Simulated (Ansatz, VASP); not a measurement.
# TiB6 in VASP and in Ansatz

```xyz
7
Lattice="4.0504 0.0000 0.0000 0.0000 4.0504 0.0000 0.0000 0.0000 4.0504" Properties=species:S:1:pos:R:3 pbc="T T T"
Ti    0.0000    0.0000    0.0000
B     3.2485    2.0252    2.0252
B     0.8019    2.0252    2.0252
B     2.0252    2.0252    3.2485
B     2.0252    2.0252    0.8019
B     2.0252    0.8019    2.0252
B     2.0252    3.2485    2.0252
```

Change from the starting cell: species swapped into the YbB6 type (Pm-3m, No. 221).

Alike in both runs: task relaxation of cell and atoms; functional PBE; k mesh 10 × 10 × 10; occupations gaussian, width 0.1 eV; collinear spin.

|  | VASP | Ansatz |
| --- | --- | --- |
| version | VASP 6.6.1 | Ansatz 0.2.0 |
| potentials or method | VASP PAW PBE potentials, release 64 (Ti_sv, B), cutoff 600 eV | scalar-relativistic, plane waves, PAW |
| valence electrons in the cell | 30 | 30 |

VASP gave:

```
gap on the k mesh at the Fermi level, each at its own relaxed structure (eV)  : none
net moment per atom (μB)                                                      : 0.26
size of the moment on the site where the two differ most (μB)                 : 1.48
relaxed volume (Å³/atom)                                                      : 9.69
relaxed length of the cell vector where the two differ most in proportion (Å) : 4.078
```

Task: Which values does Ansatz return?

Result: gap on the k mesh at the Fermi level, each at its own relaxed structure (eV): none; net moment per atom (μB): 0.26; size of the moment on the site where the two differ most (μB): 1.54; relaxed volume (Å³/atom): 9.69; relaxed length of the cell vector where the two differ most in proportion (Å): 4.078.

Site moments also hang on the region over which each program counts them. A gap of «none» marks a metal or a gap that the smearing closes.
